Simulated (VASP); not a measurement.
A run of VASP 6.6.1:

INCAR

```
SYSTEM = ScGa5S
PREC = Accurate
ENCUT = 600
EDIFF = 1E-7
ISMEAR = 0
SIGMA = 0.2
LREAL = .FALSE.
LASPH = .TRUE.
NELM = 80
ALGO = Normal
ISIF = 3
LWAVE = .FALSE.
LCHARG = .FALSE.
GGA = PE
IBRION = 2
NSW = 36
EDIFFG = -0.08
```

File KPOINTS:

```
Automatic mesh
0
G
  3 3 3
  0 0 0
```

The input POSCAR:

```
ScGa5S
1.0
    0.0000000000      4.2731100800      4.2731100800
    4.2731100800      0.0000000000      4.2731100800
    4.2731100800      4.2731100800      0.0000000000
Sc Ga S
1 5 1
Direct
    0.5000000000      0.5000000000      0.5000000000
    0.6556789900      0.6556789900      0.6556789900
    0.6556789900      0.6556789900      0.0329630300
    0.6556789900      0.0329630300      0.6556789900
    0.0329630300      0.6556789900      0.6556789900
    0.0000000000      0.0000000000      0.0000000000
    0.2500000000      0.2500000000      0.2500000000
```

Potentials or basis: VASP PAW PBE potentials, release 64 (Sc_sv, Ga_d, S).

The run is started by

```bash
$ cat potpaw_PBE.64/Sc_sv/POTCAR potpaw_PBE.64/Ga_d/POTCAR potpaw_PBE.64/S/POTCAR > POTCAR
$ mpirun -np 1 vasp_std > vasp.out
```

Hardware: 1 thread of Intel(R) Xeon(R) Platinum 8559C (Emerald Rapids), with other jobs on the host.

Problem. Estimate the wall time of this run.

Solution. Wall time 5.2 min on 1 thread of Intel(R) Xeon(R) Platinum 8559C (Emerald Rapids) (shared host), peak memory 0.35 GiB. Counts: scf iterations 93, k points 4, ion steps 7.
